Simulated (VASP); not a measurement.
# GaN (rocksalt type) (Immm) in VASP: single point with PBE

Aim: the single point of GaN (rocksalt type) with PBE.

All numbers are computed with VASP 6.6.1; they aren't measurements. Logs are shortened: lines on timing, memory, paths and dates and some standing lists are left out, and cuts for length are marked.

## 1. The cell of the first run

The structure is orthorhombic, space group Immm (No. 71). Conventional cell: a = 2.988 Å, b = 3.048 Å, c = 4.268 Å, α = 90.00°, β = 90.00°, γ = 90.00°. Within 2.8 Å of Ga (site symmetry mmm) lie 6 N at 2.13 Å. Within 2.8 Å of N (site symmetry mmm) lie 6 Ga at 2.13 Å.

## 2. Single point, PBE (xy shear strain of -2 %)

Input file INCAR:

```
SYSTEM = GaN
PREC = Accurate ; ENCUT = 520
EDIFF = 1E-6 ; ISMEAR = -1
SIGMA = 0.05 ; LREAL = .False.
LASPH = .True. ; NELM = 80
ALGO = Normal ; ISIF = 2
LWAVE = .False. ; LCHARG = .False.
GGA = PE ; NBANDS = 16
```

Input file KPOINTS:

```
regular mesh
0
Gamma
  13 13 13
  0 0 0
```

Input file POSCAR:

```
GaN
1.0
   -0.0213412177      2.1341217709      2.1341217709
    2.1341217709     -0.0213412177      2.1341217709
    2.1127805532      2.1127805532      0.0000000000
Ga N
1 1
Direct
    0.0000000000      0.0000000000      0.0000000000
    0.5000000000      0.5000000000      0.5000000000
```

Potentials or basis: VASP PAW PBE potentials, release 64 (Ga_d, N).

Run with:

```console
$ cat potpaw_PBE.64/Ga_d/POTCAR potpaw_PBE.64/N/POTCAR > POTCAR
$ mpirun -np 1 vasp_std > vasp.out
```

OUTCAR:

```text
SYSTEM = GaN
   PREC = Accurate
   ENCUT = 520
   EDIFF = 1E-6
   ISMEAR = -1
   LREAL = .False.
   LASPH = .True.
   NELM = 80
   ISIF = 2
   GGA = PE

 ion  position               nearest neighbor table
   1  0.000  0.000  0.000-   2 2.13   2 2.13   2 2.13   2 2.13   2 2.13   2 2.13
   2  0.500  0.500  0.500-   1 2.13   1 2.13   1 2.13   1 2.13   1 2.13   1 2.13

  LATTYP: Found a body centered orthorhombic cell.
 ALAT       =     2.9879229127
 B/A-ratio  =     1.0202020202
 C/A-ratio  =     1.4284985478

  Lattice vectors:

 A1 = (   0.0213412177,  -2.1341217709,  -2.1341217709)
 A2 = (  -0.0213412177,   2.1341217709,  -2.1341217709)
 A3 = (   2.1341217709,  -0.0213412177,   2.1341217709)

Analysis of symmetry for initial positions (statically):
=====================================================================
 Subroutine PRICEL returns:
 Original cell was already a primitive cell.

 Routine SETGRP: Setting up the symmetry group for a
 body centered orthorhombic supercell.

 Subroutine GETGRP returns: Found  8 space group operations
 (whereof  8 operations were pure point group operations)
 out of a pool of  8 trial point group operations.

The static configuration has the point symmetry D_2h.

Analysis of symmetry for dynamics (positions and initial velocities):
=====================================================================
 Subroutine PRICEL returns:
 Original cell was already a primitive cell.

 Routine SETGRP: Setting up the symmetry group for a
 body centered orthorhombic supercell.

 Subroutine GETGRP returns: Found  8 space group operations
 (whereof  8 operations were pure point group operations)
 out of a pool of  8 trial point group operations.

The dynamic configuration has the point symmetry D_2h.

 Subroutine INISYM returns: Found  8 space group operations
 (whereof  8 operations are pure point group operations),
 and found     1 'primitive' translations

----------------------------------------------------------------------------------------

                                     Primitive cell

  volume of cell :      19.4377

  direct lattice vectors                    reciprocal lattice vectors
    -0.021341218  2.134121771  2.134121771    -0.231968724  0.231968724  0.234288412
     2.134121771 -0.021341218  2.134121771     0.231968724 -0.231968724  0.234288412
     2.112780553  2.112780553  0.000000000     0.236654961  0.236654961 -0.234288412

  length of vectors
     3.018179404  3.018179404  2.987922913     0.403125338  0.403125338  0.408536658

  position of ions in fractional coordinates (direct lattice)
     0.000000000  0.000000000  0.000000000
     0.500000000  0.500000000  0.500000000

  ion indices of the primitive-cell ions
   primitive index   ion index
                 1           1
                 2           2

----------------------------------------------------------------------------------------

 KPOINTS: regular mesh

Automatic generation of k-mesh.
 Grid dimensions read from file:
 generate k-points for:   13   13   13

 Generating k-lattice:

  Cartesian coordinates                     Fractional coordinates (reciprocal lattice)
    -0.017843748  0.017843748  0.018022186     0.076923077 -0.000000000  0.000000000
     0.017843748 -0.017843748  0.018022186    -0.000000000  0.076923077  0.000000000
     0.018204228  0.018204228 -0.018022186    -0.000000000 -0.000000000  0.076923077

  Length of vectors
     0.031009641  0.031009641  0.031425897

  Shift w.r.t. Gamma in fractional coordinates (k-lattice)
     0.000000000  0.000000000  0.000000000

 Subroutine IBZKPT returns following result:
 ===========================================

 Found    343 irreducible k-points:

 Following reciprocal coordinates:
            Coordinates               Weight
  0.000000  0.000000  0.000000      1.000000
  0.076923 -0.000000  0.000000      4.000000
  0.153846  0.000000  0.000000      4.000000
  0.230769  0.000000  0.000000      4.000000
  0.307692  0.000000  0.000000      4.000000
  0.384615  0.000000  0.000000      4.000000
[... 16 lines left out ...]
  0.384615  0.153846  0.000000      4.000000
  0.461538  0.153846  0.000000      4.000000
 [... further k-points ...]
   k-points           NKPTS =    343   k-points in BZ     NKDIM =    343   number of bands    NBANDS=     16
   number of dos      NEDOS =    301   number of ions     NIONS =      2
   total plane-waves  NPLWV =  13824
   dimension x,y,z NGX =    24 NGY =   24 NGZ =   24
   dimension x,y,z NGXF=    48 NGYF=   48 NGZF=   48
   ions per type =               1   1
   NGX,Y,Z   is equivalent  to a cutoff of  13.22, 13.22, 13.35 a.u.
   NGXF,Y,Z  is equivalent  to a cutoff of  26.44, 26.44, 26.71 a.u.
 SYSTEM =  GaN
   PREC   = accura    normal or accurate (medium, high low for compatibility)
   ISTART =      0    job   : 0-new  1-cont  2-samecut
   ICHARG =      2    charge: 1-file 2-atom 10-const
   ISPIN  =      1    spin polarized calculation?
   LNONCOLLINEAR =      F non collinear calculations
   LSORBIT =      F    spin-orbit coupling
   LASPH  =      T    aspherical Exc in radial PAW
   ENCUT  =  520.0 eV  38.22 Ry    6.18 a.u.   5.61  5.61  5.56*2*pi/ulx,y,z
   NELM   =     80;   NELMIN=  2; NELMDL= -5     # of ELM steps
   EDIFF  = 0.1E-05   stopping-criterion for ELM
   LREAL  =      F    real-space projection
   EDIFFG = 0.1E-04   stopping-criterion for IOM
   NSW    =      0    number of steps for IOM
   IBRION =     -1    ionic relax: 0-MD 1-quasi-New 2-CG
   NFREE  =      0    steps in history (QN), initial steepest desc. (CG)
   ISIF   =      2    stress and relaxation
   ISYM   =      2    0-nonsym 1-usesym 2-fastsym
   POTIM  = 0.5000    time-step for ionic-motion
   TEBEG  =    0.0;   TEEND  =   0.0 temperature during run
   PSTRESS=    0.0 pullay stress
   NELECT =      18.0000    total number of electrons
   NUPDOWN=      -1.0000    fix difference up-down
   EMIN   =  10.00;   EMAX   =-10.00  energy-range for DOS
   EFERMI =   0.00;   METHOD = LEGACY
   ISMEAR =    -1;   SIGMA  =   0.05  broadening in eV -4-tet -1-fermi 0-gaus
   EFERMI_NEDOS =   21; number of points for ismear=-14 and -15
   IALGO  =     38    algorithm
   IMIX   =      4    mixing-type and parameters
     AMIX     =   0.40;   BMIX     =  1.00
     AMIX_MAG =   1.60;   BMIX_MAG =  1.00
  volume/ion in A,a.u.               =       9.72        65.59
  Fermi-wavevector in a.u.,A,eV,Ry     =   1.595699  3.015434 34.643903  2.546255
  Thomas-Fermi vector in A             =   2.693577
   LORBIT       =      0    0 simple, 1 ext, 2 COOP (PROOUT), +10 PAW based schemes
   GGA     = PE    functional components
   LHFCALC =     F    Hartree Fock is set to
   AEXX    =    0.0000 exact exchange contribution
   IVDW    =     0    specifies the selected vdW correction
   LEPSILON=     F    determine dielectric tensor
   LRPA    =     F    only Hartree local field effects (RPA)
 non-spin polarized calculation
  energy-cutoff  :      520.00
  volume of cell :       19.44
 maximum number of plane-waves:       543
   NGX = 11   NGY = 11   NGZ = 11

 number of electron      18.0000005 magnetization

 Free energy of the ion-electron system (eV)
  ---------------------------------------------------
  ext. energy  EPLUGINS =         0.00000000
  ---------------------------------------------------
  free energy    TOTEN  =       -11.20167980 eV

  energy without entropy =      -11.20161276  energy(sigma->0) =      -11.20164628

 E-fermi :   7.8558     XC(G=0): -12.9140

 val. band max:        7.6156198586   @ k =  -0.1538   0.1538   0.0000
 cond. band min:       8.0395546842   @ k =   0.4615   0.4615   0.0000
 fundamental gap:      0.4239348256
 Fermi energy:         7.8557896003

 k-point     1 :       0.0000    0.0000    0.0000
  band No.  band energies     occupation
      1      -9.4766      2.00000
      2      -6.4695      2.00000
      3      -6.4689      2.00000
      4      -6.4624      2.00000
      5      -6.3781      2.00000
      6      -6.3756      2.00000
[... 8 lines left out ...]
     15      22.8889      0.00000
     16      23.0055      0.00000

 k-point     2 :       0.0769   -0.0000    0.0000
  band No.  band energies     occupation
      1      -9.3659      2.00000
      2      -6.4734      2.00000
      3      -6.4657      2.00000
      4      -6.4565      2.00000
      5      -6.3850      2.00000
      6      -6.3809      2.00000
[... 8 lines left out ...]
     15      23.1681      0.00000
     16      23.2863      0.00000

 k-point     3 :       0.1538    0.0000    0.0000
  band No.  band energies     occupation
      1      -9.0407      2.00000
      2      -6.4854      2.00000
      3      -6.4701      2.00000
      4      -6.4562      2.00000
      5      -6.3877      2.00000
      6      -6.3804      2.00000
[... 8 lines left out ...]
     15      23.5854      0.00000
     16      23.9778      0.00000

 k-point     4 :       0.2308    0.0000    0.0000
  band No.  band energies     occupation
      1      -8.5236      2.00000
      2      -6.5108      2.00000
      3      -6.4931      2.00000
      4      -6.4883      2.00000
      5      -6.3583      2.00000
      6      -6.3536      2.00000
[... 8 lines left out ...]
     15      24.6319      0.00000
     16      25.0683      0.00000
[... 324 lines left out ...]
 k-point    22 :       0.3077    0.1538    0.0000
  band No.  band energies     occupation
      1      -8.1450      2.00000
      2      -6.5300      2.00000
      3      -6.4604      2.00000
      4      -6.4359      2.00000
      5      -6.2994      2.00000
      6      -6.2437      2.00000
[... 8 lines left out ...]
     15      27.2747      0.00000
     16      28.6997      0.00000

 k-point    23 :       0.3846    0.1538    0.0000
  band No.  band energies     occupation
      1      -7.7095      2.00000
      2      -6.5474      2.00000
      3      -6.4736      2.00000
      4      -6.4415      2.00000
      5      -6.2668      2.00000
      6      -6.0030      2.00000
[... 8 lines left out ...]
     15      27.5717      0.00000
     16      29.9148      0.00000

 k-point    24 :       0.4615    0.1538    0.0000
  band No.  band energies     occupation
      1      -7.4120      2.00000
      2      -6.5676      2.00000
      3      -6.5110      2.00000
      4      -6.4133      2.00000
      5      -6.2507      2.00000
      6      -5.6448      2.00000
[... 8 lines left out ...]
     15      27.8313      0.00000
     16      30.9425      0.00000

 [... further k-points ...]
[... 5 lines left out ...]
  --------------------------------------------------------------------------------------
  -------------------------------------------------------------------------------------
  Total        0.1022595      0.1022595      0.0877001      0.4973152      0.0000000      0.0000000
  in kB        8.4288852      8.4288852      7.2288025     40.9919102      0.0000000      0.0000000
  external PRESSURE =       8.0288577 kB  Pullay stress =       0.0000000 kB

 VOLUME and BASIS-vectors are now :
 -----------------------------------------------------------------------------
  energy-cutoff  :      520.00
  volume of cell :       19.44
      direct lattice vectors                 reciprocal lattice vectors
    -0.021341218  2.134121771  2.134121771    -0.231968724  0.231968724  0.234288412
     2.134121771 -0.021341218  2.134121771     0.231968724 -0.231968724  0.234288412
     2.112780553  2.112780553  0.000000000     0.236654961  0.236654961 -0.234288412

 POSITION                                       TOTAL-FORCE (eV/Angst)
 -----------------------------------------------------------------------------------
      0.00000      0.00000      0.00000        -0.000000      0.000000      0.000000
      2.11278      2.11278      2.13412         0.000000     -0.000000      0.000000
 -----------------------------------------------------------------------------------
    total drift:                                0.000000     -0.000000     -0.000000

  FREE ENERGIE OF THE ION-ELECTRON SYSTEM (eV)
  ---------------------------------------------------
  free  energy   TOTEN  =       -11.2016797970 eV

  energy  without entropy=      -11.2016127623  energy(sigma->0) =      -11.20164628
```

It took 32 s on 1 thread of Intel Xeon 6975P-C (Granite Rapids), shared host; peak memory 0.22 GiB.

What came out:

```
Free energy            : -11.2017 eV
Pressure               : 0.8 GPa
Band gap on the k mesh : 0.42 eV, indirect (least direct gap 2.25 eV)
```

Levels at points of the mesh, in eV from the valence-band top:
```tsv
k point	band 6	band 7	band 8	band 9	band 10	band 11	band 12	band 13
(0.00, 0.00, 0.00)	-13.99	-0.68	-0.56	-0.43	1.82	14.18	14.48	14.78
```

Caveat: the cell differs from its parent crystal (xy shear strain of -2 %). A k mesh can miss the band edges.
